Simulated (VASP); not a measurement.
# CoO (P3m1) in VASP: notebook

CoO is run at these levels: PBEsol, LDA; tasks: single point.

Everything below comes from runs of VASP 6.6.1. Logs are shortened: lines on timing, memory, paths and dates and some standing lists are left out, and cuts for length are marked.

### Step 1. The cell of the first run

The typed cell holds 4 atoms: a = 3.132 Å, b = 3.132 Å, c = 5.122 Å, α = 90.00°, β = 90.00°, γ = 120.00°.

### Step 2. Single point, PBEsol, collinear spin, ferromagnetic start (volume scaled by 0.94)

File INCAR:

```
SYSTEM = CoO
PREC = Accurate
ENCUT = 520
EDIFF = 1E-6
ISMEAR = -1
SIGMA = 0.05
LREAL = .FALSE.
LASPH = .TRUE.
NELM = 150
ALGO = Normal
ISIF = 2
LWAVE = .FALSE.
LCHARG = .FALSE.
ISPIN = 2
MAGMOM = 2 2 0 0
LORBIT = 11
LMAXMIX = 4
GGA = PS
NBANDS = 27
```

File KPOINTS:

```
regular mesh
0
G
  10 10 5
  0 0 0
```

File POSCAR:

```
CoO
1.0
    3.1323693509      0.0000000000      0.0000000000
   -1.5661846755      2.7127114320      0.0000000000
    0.0000000000      0.0000000000      5.1219713984
Co O
2 2
Direct
    0.3333333333      0.6666666667      0.5033624100
    0.0000000000      0.0000000000      0.0034741400
    0.3333333333      0.6666666667      0.8715556000
    0.0000000000      0.0000000000      0.3716088500
```

Potentials or basis: VASP PAW PBE potentials, release 64 (Co, O).

The run is started by

```console
$ cat potpaw_PBE.64/Co/POTCAR potpaw_PBE.64/O/POTCAR > POTCAR
$ mpirun -np 1 vasp_std > vasp.out
```

OUTCAR:

```text
SYSTEM = CoO
   PREC = Accurate
   ENCUT = 520
   EDIFF = 1E-6
   ISMEAR = -1
   LREAL = .FALSE.
   LASPH = .TRUE.
   NELM = 150
   ISIF = 2
   ISPIN = 2
   LORBIT = 11
   GGA = PS

 ion  position               nearest neighbor table
   1  0.333  0.667  0.503-   3 1.89   4 1.93   4 1.93   4 1.93
   2  0.000  0.000  0.003-   4 1.89   3 1.93   3 1.93   3 1.93
   3  0.333  0.667  0.872-   1 1.89   2 1.93   2 1.93   2 1.93
   4  0.000  0.000  0.372-   2 1.89   1 1.93   1 1.93   1 1.93

  LATTYP: Found a hexagonal cell.
 ALAT       =     3.1323693509
 C/A-ratio  =     1.6351747909

  Lattice vectors:

 A1 = (   3.1323693509,   0.0000000000,   0.0000000000)
 A2 = (  -1.5661846755,   2.7127114320,   0.0000000000)
 A3 = (   0.0000000000,   0.0000000000,   5.1219713984)

Analysis of symmetry for initial positions (statically):
=====================================================================
 Subroutine PRICEL returns:
 Original cell was already a primitive cell.

 Routine SETGRP: Setting up the symmetry group for a
 hexagonal supercell.

 Subroutine GETGRP returns: Found  6 space group operations
 (whereof  6 operations were pure point group operations)
 out of a pool of 24 trial point group operations.

The static configuration has the point symmetry C_3v.

Analysis of symmetry for dynamics (positions and initial velocities):
=====================================================================
 Subroutine PRICEL returns:
 Original cell was already a primitive cell.

 Routine SETGRP: Setting up the symmetry group for a
 hexagonal supercell.

 Subroutine GETGRP returns: Found  6 space group operations
 (whereof  6 operations were pure point group operations)
 out of a pool of 24 trial point group operations.

The dynamic configuration has the point symmetry C_3v.

Analysis of structural, dynamic, and magnetic symmetry:
=====================================================================
 Subroutine PRICEL returns:
 Original cell was already a primitive cell.

 Routine SETGRP: Setting up the symmetry group for a
 hexagonal supercell.

 Subroutine GETGRP returns: Found  6 space group operations
 (whereof  6 operations were pure point group operations)
 out of a pool of 24 trial point group operations.

The overall configuration has the point symmetry C_3v.

 Subroutine INISYM returns: Found  6 space group operations
 (whereof  6 operations are pure point group operations),
 and found     1 'primitive' translations

----------------------------------------------------------------------------------------

                                     Primitive cell

  volume of cell :      43.5225

  direct lattice vectors                    reciprocal lattice vectors
     3.132369351  0.000000000  0.000000000     0.319247154  0.184317430  0.000000000
    -1.566184675  2.712711432  0.000000000     0.000000000  0.368634860  0.000000000
     0.000000000  0.000000000  5.121971398     0.000000000  0.000000000  0.195237326

  length of vectors
     3.132369351  3.132369351  5.121971398     0.368634860  0.368634860  0.195237326

  position of ions in fractional coordinates (direct lattice)
     0.333333333  0.666666667  0.503362410
     0.000000000  0.000000000  0.003474140
     0.333333333  0.666666667  0.871555600
     0.000000000  0.000000000  0.371608850

  ion indices of the primitive-cell ions
   primitive index   ion index
                 1           1
                 2           2
                 3           3
                 4           4

----------------------------------------------------------------------------------------

 KPOINTS: regular mesh

Automatic generation of k-mesh.
 Grid dimensions read from file:
 generate k-points for:   10   10    5

 Generating k-lattice:

  Cartesian coordinates                     Fractional coordinates (reciprocal lattice)
     0.031924715  0.018431743  0.000000000     0.100000000 -0.000000000  0.000000000
     0.000000000  0.036863486  0.000000000     0.000000000  0.100000000  0.000000000
     0.000000000  0.000000000  0.039047465     0.000000000  0.000000000  0.200000000

  Length of vectors
     0.036863486  0.036863486  0.039047465

  Shift w.r.t. Gamma in fractional coordinates (k-lattice)
     0.000000000  0.000000000  0.000000000

 Subroutine IBZKPT returns following result:
 ===========================================

 Found     58 irreducible k-points:

 Following reciprocal coordinates:
            Coordinates               Weight
  0.000000  0.000000  0.000000      1.000000
  0.100000  0.000000  0.000000      6.000000
  0.200000  0.000000  0.000000      6.000000
  0.300000  0.000000  0.000000      6.000000
  0.400000 -0.000000  0.000000      6.000000
  0.500000  0.000000  0.000000      3.000000
[... 16 lines left out ...]
  0.000000  0.400000  0.200000      6.000000
  0.500000  0.000000  0.200000      6.000000
 [... further k-points ...]
[... 81 lines left out ...]
      6       0.1213      1.00000
[... 19 lines left out ...]
     26      21.7525      0.00000
     27      23.2088      0.00000

 k-point     2 :       0.1000    0.0000    0.0000
  band No.  band energies     occupation
      1     -13.8510      1.00000
      2     -13.1602      1.00000
      3      -0.8893      1.00000
      4      -0.0657      1.00000
      5      -0.0056      1.00000
      6       0.1518      1.00000
[... 19 lines left out ...]
     26      22.0588      0.00000
     27      22.7340      0.00000

 k-point     3 :       0.2000    0.0000    0.0000
  band No.  band energies     occupation
      1     -13.6941      1.00000
      2     -13.0967      1.00000
      3      -0.6491      1.00000
      4      -0.3347      1.00000
      5       0.0486      1.00000
      6       0.2279      1.00000
[... 594 lines left out ...]
      1     -13.2607      1.00000
      2     -13.0150      1.00000
      3      -0.9125      1.00000
      4      -0.6849      1.00000
      5       0.2338      1.00000
      6       0.4069      1.00000
[... 19 lines left out ...]
     26      20.9315      0.00000
     27      22.4789      0.00000

 k-point    24 :       0.5000    0.0000    0.2000
  band No.  band energies     occupation
      1     -13.1811      1.00000
      2     -13.0044      1.00000
      3      -0.8960      1.00000
      4      -0.7946      1.00000
      5       0.2785      1.00000
      6       0.4269      1.00000
[... 19 lines left out ...]
     26      20.9777      0.00000
     27      22.5052      0.00000

 [... further k-points ...]

 spin component 2

 k-point     1 :       0.0000    0.0000    0.0000
  band No.  band energies     occupation
      1     -13.3992      1.00000
      2     -12.6410      1.00000
      3      -0.5025      1.00000
      4       1.0712      1.00000
      5       1.2087      1.00000
      6       1.2087      1.00000
[... 19 lines left out ...]
     26      22.2317      0.00000
     27      24.0141      0.00000

 k-point     2 :       0.1000    0.0000    0.0000
  band No.  band energies     occupation
      1     -13.3392      1.00000
      2     -12.6146      1.00000
      3      -0.3984      1.00000
      4       0.9819      1.00000
      5       1.1095      1.00000
      6       1.2278      1.00000
[... 19 lines left out ...]
     26      22.6218      0.00000
     27      23.3723      0.00000

 k-point     3 :       0.2000    0.0000    0.0000
  band No.  band energies     occupation
      1     -13.1757      1.00000
      2     -12.5479      1.00000
      3      -0.1233      1.00000
      4       0.5258      1.00000
      5       0.9927      1.00000
      6       1.2171      1.00000
[... 594 lines left out ...]
      1     -12.7213      1.00000
      2     -12.4625      1.00000
      3      -0.3098      1.00000
      4      -0.0819      1.00000
      5       0.9396      1.00000
      6       1.3713      1.00000
[... 19 lines left out ...]
     26      21.5030      0.00000
     27      23.1767      0.00000

 k-point    24 :       0.5000    0.0000    0.2000
  band No.  band energies     occupation
      1     -12.6369      1.00000
      2     -12.4516      1.00000
      3      -0.3721      1.00000
      4      -0.1715      1.00000
      5       0.9936      1.00000
      6       1.3795      1.00000
[... 19 lines left out ...]
     26      21.5530      0.00000
     27      23.2246      0.00000

 [... further k-points ...]
[... 5 lines left out ...]
  --------------------------------------------------------------------------------------
  -------------------------------------------------------------------------------------
  Total       -0.7865483     -0.7865483      1.0186102      0.0000000      0.0000000     -0.0000000
  in kB      -28.9549144    -28.9549144     37.4977217      0.0000000      0.0000000     -0.0000000
  external PRESSURE =      -6.8040357 kB  Pullay stress =       0.0000000 kB

 VOLUME and BASIS-vectors are now :
 -----------------------------------------------------------------------------
  energy-cutoff  :      520.00
  volume of cell :       43.52
      direct lattice vectors                 reciprocal lattice vectors
     3.132369351  0.000000000  0.000000000     0.319247154  0.184317430  0.000000000
    -1.566184675  2.712711432  0.000000000     0.000000000  0.368634860  0.000000000
     0.000000000  0.000000000  5.121971398     0.000000000  0.000000000  0.195237326

 POSITION                                       TOTAL-FORCE (eV/Angst)
 -----------------------------------------------------------------------------------
     -0.00000      1.80847      2.57821         0.000000     -0.000000     -0.339391
      0.00000      0.00000      0.01779         0.000000      0.000000     -0.344972
     -0.00000      1.80847      4.46408        -0.000000      0.000000      0.341630
      0.00000      0.00000      1.90337        -0.000000      0.000000      0.342733
 -----------------------------------------------------------------------------------
    total drift:                                0.000000     -0.000000     -0.000435

  FREE ENERGIE OF THE ION-ELECTRON SYSTEM (eV)
  ---------------------------------------------------
  free  energy   TOTEN  =       -28.3505379532 eV

  energy  without entropy=      -28.3074960518  energy(sigma->0) =      -28.32901700

 total charge

# of ion       s       p       d       tot
------------------------------------------
    1        0.369   0.492   7.246   8.108
    2        0.369   0.492   7.246   8.107
    3        1.548   3.438   0.000   4.986
    4        1.548   3.438   0.000   4.986
--------------------------------------------------
tot          3.835   7.861  14.492  26.187

 magnetization (x)

# of ion       s       p       d       tot
------------------------------------------
    1        0.014   0.057   2.209   2.281
    2        0.014   0.057   2.210   2.282
    3        0.021   0.260   0.000   0.281
    4        0.021   0.260   0.000   0.281
--------------------------------------------------
tot          0.070   0.635   4.419   5.124
```

Run time: 2.1 min. Hardware: 1 thread of Intel Xeon Platinum 8259CL at 2.50GHz (Skylake/Cascade Lake), shared host; peak memory 0.24 GiB.

What came out:

```yaml
Free_energy: -28.3505 eV
Pressure: -0.7 GPa
Largest_force: 0.345 eV/Å
Net_moment: 5.30 μB per cell
Site_moments: Co +2.28; O +0.28 μB
Valence_electrons_inside_the_program's_atomic_spheres: Co 8.11; O 4.99
```

Forces in eV/Å, atoms in the order of the input:
```
Co   0.000  0.000 -0.339
Co   0.000  0.000 -0.345
O    0.000  0.000  0.342
O    0.000  0.000  0.343
```

Stress tensor (GPa, compression positive):
```
-2.90  0.00  0.00
 0.00 -2.90  0.00
 0.00  0.00  3.75
```

Caveat: the PAW data sets were made with another functional, which shifts forces and pressure a little; semilocal functionals often make such compounds metallic where correlation or magnetic order opens a gap, which also shifts bond lengths.

### Step 3. Single point, LDA, collinear spin, ferromagnetic start (volume scaled by 0.96)

File INCAR:

```
SYSTEM = CoO
ALGO = Normal
EDIFF = 1E-6
ENCUT = 520
GGA = CA
ISIF = 2
ISMEAR = -1
ISPIN = 2
LASPH = .TRUE.
LCHARG = .TRUE.
LELF = .TRUE.
LMAXMIX = 4
LORBIT = 11
LREAL = .FALSE.
LVHAR = .TRUE.
LWAVE = .FALSE.
MAGMOM = 2 2 0 0
NBANDS = 27
NELM = 150
PREC = Accurate
SIGMA = 0.05
```

File KPOINTS:

```
k-points
0
G
  10 10 5
  0 0 0
```

File POSCAR:

```
CoO
1.0
    3.1544290168      0.0000000000      0.0000000000
   -1.5772145085      2.7318156630      0.0000000000
    0.0000000000      0.0000000000      5.1580428080
Co O
2 2
Direct
    0.3333333333      0.6666666667      0.5033624100
    0.0000000000      0.0000000000      0.0034741400
    0.3333333333      0.6666666667      0.8715556000
    0.0000000000      0.0000000000      0.3716088500
```

Potentials or basis: VASP PAW LDA potentials, release 64 (Co, O).

The run is started by

```console
$ cat potpaw_LDA.64/Co/POTCAR potpaw_LDA.64/O/POTCAR > POTCAR
$ mpirun -np 1 vasp_std > vasp.out
```

Wall time 2.2 min (1 thread of Intel Xeon Platinum 8259CL at 2.50GHz (Skylake/Cascade Lake), shared host); peak memory 0.22 GiB.

The run converged. Its results:

```
Free energy                                           : -29.8910 eV
Pressure                                              : -14.4 GPa
Largest force                                         : 0.205 eV/Å
Net moment                                            : 4.50 μB per cell
Site moments                                          : Co +1.95, +1.96; O +0.23 μB
Valence electrons inside the program's atomic spheres : Co 8.09; O 4.95
```

Forces in eV/Å, atoms in the order of the input:
```
Co   0.000  0.000 -0.202
Co   0.000  0.000 -0.205
O    0.000  0.000  0.203
O    0.000  0.000  0.204
```

Stress tensor (GPa, compression positive):
```
-16.51   0.00   0.00
  0.00 -16.51   0.00
  0.00   0.00 -10.05
```

Levels at points of the mesh, in eV from the Fermi level:
Spin up:
| k point | band 16 | band 17 | band 18 | band 19 | band 20 | band 21 |
| --- | --- | --- | --- | --- | --- | --- |
| (0.00, 0.00, 0.00) | 0.28 | 0.62 | 0.71 | 0.71 | 5.70 | 7.28 |
| (0.50, 0.00, 0.00) | -1.30 | -0.23 | -0.10 | 5.94 | 6.23 | 7.46 |
Spin down:
| k point | band 11 | band 12 | band 13 | band 14 | band 15 | band 16 |
| --- | --- | --- | --- | --- | --- | --- |
| (0.00, 0.00, 0.00) | -0.24 | -0.24 | -0.24 | 0.70 | 1.30 | 1.30 |
| (0.50, 0.00, 0.00) | -0.28 | -0.16 | -0.15 | -0.09 | 0.37 | 0.48 |

Caveat: semilocal functionals often make such compounds metallic where correlation or magnetic order opens a gap, which also shifts bond lengths.

### Step 4. Single point, PBEsol, collinear spin, ferromagnetic start (volume scaled by 0.96)

File INCAR:

```
PREC = Accurate
ENCUT = 520
EDIFF = 1E-6
ISMEAR = -1
SIGMA = 0.05
LREAL = False
LASPH = True
NELM = 150
ALGO = Normal
ISIF = 2
LWAVE = False
LCHARG = True
ISPIN = 2
MAGMOM = 2 2 0 0
LORBIT = 11
LMAXMIX = 4
GGA = PS
LELF = True
LVHAR = True
NBANDS = 27
```

File KPOINTS:

```
Automatic mesh
0
Gamma
  10 10 5
```

POSCAR is that of step 3.

Potentials or basis: VASP PAW PBE potentials, release 64 (Co, O).

The run is started by

```console
$ cat potpaw_PBE.64/Co/POTCAR potpaw_PBE.64/O/POTCAR > POTCAR
$ mpirun -np 1 vasp_std > vasp.out
```

It took 2.3 min on 1 thread of Intel Xeon Platinum 8259CL at 2.50GHz (Skylake/Cascade Lake), shared host; peak memory 0.24 GiB.

Results (log left out):

```
Free energy                                           : -28.3411 eV
Pressure                                              : -3.0 GPa
Largest force                                         : 0.317 eV/Å
Net moment                                            : 5.52 μB per cell
Site moments                                          : Co +2.37; O +0.30 μB
Valence electrons inside the program's atomic spheres : Co 8.06; O 4.98
```

Forces on the atoms (eV/Å):
```
Co   0.000  0.000 -0.312
Co   0.000  0.000 -0.317
O    0.000  0.000  0.314
O    0.000  0.000  0.315
```

Stress tensor (GPa, compression positive):
```
-4.83  0.00  0.00
 0.00 -4.83  0.00
 0.00  0.00  0.61
```

Levels at points of the mesh, in eV from the Fermi level:
Spin up:
```tsv
k point	band 14	band 15	band 16	band 17	band 18	band 19	band 20	band 21	band 22	band 23
(0.00, 0.00, 0.00)	-0.54	-0.54	0.05	0.34	0.40	0.40	5.54	7.17	13.80	13.80
(0.50, 0.00, 0.00)	-2.00	-1.84	-1.64	-0.52	-0.40	5.79	6.07	7.25	9.45	10.97
```
Spin down:
| k point | band 9 | band 10 | band 11 | band 12 | band 13 | band 14 | band 15 | band 16 |
| --- | --- | --- | --- | --- | --- | --- | --- | --- |
| (0.00, 0.00, 0.00) | -0.80 | -0.80 | -0.18 | -0.18 | 0.06 | 0.65 | 1.54 | 1.54 |
| (0.50, 0.00, 0.00) | -0.89 | -0.79 | -0.24 | -0.08 | 0.04 | 0.09 | 0.66 | 0.69 |

Caveat: the PAW data sets were made with another functional, which shifts forces and pressure a little; semilocal functionals often make such compounds metallic where correlation or magnetic order opens a gap, which also shifts bond lengths.

### Step 5. Single point, LDA, collinear spin, ferromagnetic start (volume scaled by 0.98)

File INCAR:

```
SYSTEM = CoO
PREC = Accurate
ENCUT = 520
EDIFF = 1E-6
ISMEAR = -1
SIGMA = 0.05
LREAL = .FALSE.
LASPH = .TRUE.
NELM = 150
ALGO = Normal
ISIF = 2
LWAVE = .FALSE.
LCHARG = .FALSE.
ISPIN = 2
MAGMOM = 2 2 0 0
LORBIT = 11
LMAXMIX = 4
NBANDS = 27
```

File KPOINTS:

```
regular mesh
0
G
  10 10 5
  0 0 0
```

File POSCAR:

```
CoO
1.0
    3.1761843872      0.0000000000      0.0000000000
   -1.5880921936      2.7506563664      0.0000000000
    0.0000000000      0.0000000000      5.1936166411
Co O
2 2
Direct
    0.3333333333      0.6666666667      0.5033624100
    0.0000000000      0.0000000000      0.0034741400
    0.3333333333      0.6666666667      0.8715556000
    0.0000000000      0.0000000000      0.3716088500
```

Potentials or basis: VASP PAW LDA potentials, release 64 (Co, O).

The run is started by

```console
$ cat potpaw_LDA.64/Co/POTCAR potpaw_LDA.64/O/POTCAR > POTCAR
$ mpirun -np 1 vasp_std > vasp.out
```

Run time: 2 min. Hardware: 1 thread of Intel Xeon Platinum 8259CL at 2.50GHz (Skylake/Cascade Lake), shared host; peak memory 0.22 GiB.

Results (log left out):

| Property | Result |
| --- | --- |
| Free energy | -29.8080 eV |
| Pressure | -14.9 GPa |
| Largest force | 0.245 eV/Å |
| Net moment | 5.02 μB per cell |
| Site moments | Co +2.16; O +0.27, +0.26 μB |
| Valence electrons inside the program's atomic spheres | Co 8.04; O 4.95 |

Forces in eV/Å, atoms in the order of the input:
```
Co   0.000  0.000 -0.241
Co   0.000  0.000 -0.245
O    0.000  0.000  0.242
O    0.000  0.000  0.243
```

Stress tensor (GPa, compression positive):
```
-16.53   0.00   0.00
  0.00 -16.53   0.00
  0.00   0.00 -11.55
```

Levels at points of the mesh, in eV from the Fermi level:
Spin up:
| k point | band 16 | band 17 | band 18 | band 19 | band 20 | band 21 |
| --- | --- | --- | --- | --- | --- | --- |
| (0.00, 0.00, 0.00) | 0.22 | 0.50 | 0.57 | 0.57 | 5.57 | 7.18 |
| (0.50, 0.00, 0.00) | -1.44 | -0.37 | -0.22 | 5.81 | 6.14 | 7.35 |
Spin down:
```csv
k point,band 10,band 11,band 12,band 13,band 14,band 15
"(0.00, 0.00, 0.00)",-0.73,-0.18,-0.18,-0.17,0.69,1.34
"(0.50, 0.00, 0.00)",-0.87,-0.22,-0.09,-0.08,-0.04,0.43
```

Caveat: semilocal functionals often make such compounds metallic where correlation or magnetic order opens a gap, which also shifts bond lengths.

### Step 6. Overview

```tsv
level	potentials or basis	cell	gap on the mesh (eV)	pressure (GPa)	moment (μB)	largest force (eV/Å)
PBEsol	VASP PAW PBE potentials, release 64 (Co, O)	a = 3.132, b = 3.132, c = 5.122 Å, angles 90.0, 90.0, 120.0°, 4 atoms	none	-0.7	5.30	0.34
LDA	VASP PAW LDA potentials, release 64 (Co, O)	a = 3.154, b = 3.154, c = 5.158 Å, angles 90.0, 90.0, 120.0°, 4 atoms	none	-14.4	4.50	0.21
PBEsol	VASP PAW PBE potentials, release 64 (Co, O)	a = 3.154, b = 3.154, c = 5.158 Å, angles 90.0, 90.0, 120.0°, 4 atoms	none	-3.0	5.52	0.32
LDA	VASP PAW LDA potentials, release 64 (Co, O)	a = 3.176, b = 3.176, c = 5.194 Å, angles 90.0, 90.0, 120.0°, 4 atoms	none	-14.9	5.02	0.24
```

Alike in all rows: task single point; spin collinear, ferromagnetic start; k mesh 10 × 10 × 5; cutoff (eV) 520; smearing fermi-dirac 0.05 eV.

Caveats: semilocal functionals often make such compounds metallic where correlation or magnetic order opens a gap, which also shifts bond lengths; the PAW data sets were made with another functional, which shifts forces and pressure a little (some runs).

Total energies depend on the potentials used, so only differences within one code and one set of settings carry meaning.
